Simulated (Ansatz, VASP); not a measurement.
**Two plane-wave programs on Cd**

```
Cd
1.0
     3.23102    0.00000    0.00000
    -1.61551    2.79815    0.00000
     0.00000    0.00000   10.57256
Cd
4
Direct
  0.00000 0.00000 0.00000
  0.00000 0.00000 0.50000
  0.33333 0.66667 0.25000
  0.66667 0.33333 0.75000
```

Alike in both runs: functional revPBE; k mesh 12 × 12 × 3; occupations fermi-dirac, width 0.1 eV; no spin polarisation.

Ansatz relaxed the structure, and its values are those at the end. VASP's run is a single point on that final structure, the one shown.

```csv
,VASP,Ansatz
version,VASP 6.6.1,Ansatz 0.2.0
potentials or method,"VASP PAW PBE potentials, release 64 (Cd), cutoff 520 eV","plane waves (420 eV) with PAW, scalar-relativistic"
valence electrons in the cell,48,80
```

```csv
,VASP,Ansatz,Ansatz less VASP
pressure (GPa),0.2,0.0,-0.19
```

VASP's potentials were made for PBE, not for revPBE. The functional is the same, so the differences come from potentials, cutoffs and numerics. VASP's potentials hold 48 valence electrons a cell and Ansatz's 80, so a difference there can come from the potentials and not from the codes.
